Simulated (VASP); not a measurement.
A run of VASP 6.6.1 is set up as follows.

The input INCAR:

```
ALGO = Normal
EDIFF = 1E-6
ENCUT = 520
GGA = CA
ISIF = 2
ISMEAR = 0
LASPH = T
LCHARG = F
LREAL = F
LWAVE = F
NBANDS = 20
NELM = 100
PREC = Accurate
SIGMA = 0.15
```

File KPOINTS:

```
k-points
0
Gamma
  18 18 10
```

The input POSCAR:

```
Ta2N
1.0
    3.0347106991      0.0000000000      0.0000000000
   -1.5173553496      2.6281365585      0.0000000000
    0.0000000000      0.0000000000      4.8731384406
Ta N
2 1
Direct
    0.6666666667      0.3333333333      0.7466885012
    0.3333333333      0.6666666667      0.2533114988
    0.0000000000      0.0000000000      0.0000000000
```

Potentials or basis: VASP PAW LDA potentials, release 64 (Ta_pv, N).

Launch:

```console
$ cat potpaw_LDA.64/Ta_pv/POTCAR potpaw_LDA.64/N/POTCAR > POTCAR
$ mpirun -np 1 vasp_std > vasp.out
```

(1) What does it give for the pressure?

(2) What does it give for the band gap on the k mesh?

(3) Estimate the largest force.

Results:

(1) 1.6 GPa.

(2) zero (an odd number of electrons rules out a gap without spin polarisation).

(3) 0.274 eV/Å.

Caveat: spin-orbit coupling is left out, which moves the levels of the heavy elements.
